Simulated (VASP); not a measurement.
A run of VASP 6.6.1 is set up as follows.

INCAR

```
  PREC = Accurate
  ENCUT = 520
  EDIFF = 1E-6
  ISMEAR = 0
  SIGMA = 0.1
  LREAL = False
  LASPH = True
  NELM = 100
  ALGO = Normal
  ISIF = 2
  LWAVE = False
  LCHARG = True
  GGA = PE
  LELF = True
  LVHAR = True
  NBANDS = 17
```

Contents of KPOINTS:

```
Automatic mesh
0
Gamma
  15 15 8
```

File POSCAR:

```
Hf
1.0
    3.2365500062      0.0000000000      0.0000000000
   -1.6182750031      2.8029345260      0.0000000000
    0.0000000000      0.0000000000      5.1178715071
Hf
2
Direct
    0.3333333333      0.6666666667      0.2500000000
    0.6666666667      0.3333333333      0.7500000000
```

Potentials or basis: VASP PAW PBE potentials, release 64 (Hf_pv).

The run is started by

```sh
$ cat potpaw_PBE.64/Hf_pv/POTCAR > POTCAR
$ mpirun -np 1 vasp_std > vasp.out
```

Question: What does it give for the pressure?

Answer: -3.5 GPa.

Question: Estimate the band gap on the k mesh.

Answer: Zero (band 10 reaches 5.83 eV, above the bottom of band 11 at 4.25 eV).

Stress tensor (GPa, compression positive):
```
-3.40  0.00  0.00
 0.00 -3.40  0.00
 0.00  0.00 -3.57
```

Caveat: spin-orbit coupling is left out, which moves the levels of the heavy elements.
